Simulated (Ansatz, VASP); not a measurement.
# ScAl4N: VASP beside Ansatz

```
Sc Al N
1.0
     4.91565    0.00000    0.00000
     0.00000    2.36133    5.14481
     0.00000   -2.36133    5.14481
Sc Al N
1 4 1
Direct
  0.00000 0.61843 0.61843
  0.00000 0.33935 0.33935
  0.50000 0.45732 0.45732
  0.50000 0.96361 0.46386
  0.50000 0.46386 0.96361
  0.00000 0.15806 0.15806
```

Change from the starting cell: species swapped into the GdFeNi4 type (Amm2, No. 38).

Alike in both runs: functional PBE; k mesh 4 × 4 × 4; occupations gaussian, width 0.1 eV; no spin polarisation.

Ansatz relaxed the structure, and its values are those at the end. VASP's run is a single point on that final structure, the one shown.

|  | VASP | Ansatz |
| --- | --- | --- |
| version | VASP 6.6.1 | Ansatz 0.2.0 |
| potentials or method | VASP PAW PBE potentials, release 64 (Sc_sv, Al, N), cutoff 520 eV | scalar-relativistic, plane waves, PAW |
| valence electrons in the cell | 28 | 28 |

|  | VASP | Ansatz | Ansatz less VASP |
| --- | --- | --- | --- |
| gap on the k mesh at the Fermi level (eV) | none | none | - |
| pressure (GPa) | 0.1 | 0.0 | -0.03 |
| rms of the force components (eV/Å) | 0.004 | 0.003 | -0.0013 |

A gap of «none» marks a metal or a gap that the smearing closes.

The k mesh is coarse, so the values compare programs but aren't converged.
